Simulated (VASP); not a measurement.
Write the native input for VASP 6.6.1 that does the following.

| Property | Result |
| --- | --- |
| Task | single point |
| Functional | PBE |
| Potentials or basis | VASP PAW PBE potentials, release 64 (Sr_sv, O) |
| Cutoff | 520 eV |
| k mesh | 8 × 8 × 8 |
| Occupations | gaussian, width 0.1 eV |
| Spin | no spin polarisation |
| Dipole correction | no |
| Further INCAR settings | ALGO = Normal; EDIFF = 1e-07; NBANDS = 29 |

The structure of Sr3O2 lies in POSCAR:

```
Sr3O2
1.0
    5.0333409340      0.0000000000      0.0000000000
    0.0000000000      5.0333409340      0.0000000000
    0.0000000000      0.0000000000      5.0333409340
Sr O
3 2
Direct
    0.0000000000      0.5000000000      0.5000000000
    0.5000000000      0.0000000000      0.5000000000
    0.5000000000      0.5000000000      0.0000000000
    0.5000000000      0.5000000000      0.5000000000
    0.0000000000      0.0000000000      0.0000000000
```

These files were run (other wordings do the same):

INCAR

```
  PREC = Accurate
  ENCUT = 520
  EDIFF = 1E-7
  ISMEAR = 0
  SIGMA = 0.1
  LREAL = False
  LASPH = True
  NELM = 100
  ALGO = Normal
  ISIF = 2
  LWAVE = False
  LCHARG = False
  GGA = PE
  NBANDS = 29
```

KPOINTS

```
regular mesh
0
Gamma
  8 8 8
```

Potentials or basis: VASP PAW PBE potentials, release 64 (Sr_sv, O).

The run is started by

```sh
$ cat potpaw_PBE.64/Sr_sv/POTCAR potpaw_PBE.64/O/POTCAR > POTCAR
$ mpirun -np 1 vasp_std > vasp.out
```

Results of the run:

```yaml
Pressure: 0.2 GPa
Band_gap_on_the_k_mesh: zero (band 21 reaches 4.49 eV, above the bottom of band 22 at 3.09 eV)
```

It took 2.1 min on 1 thread of Intel(R) Xeon(R) Platinum 8259CL CPU @ 2.50GHz (Skylake/Cascade Lake), on a shared host, peak memory 0.3 GiB.
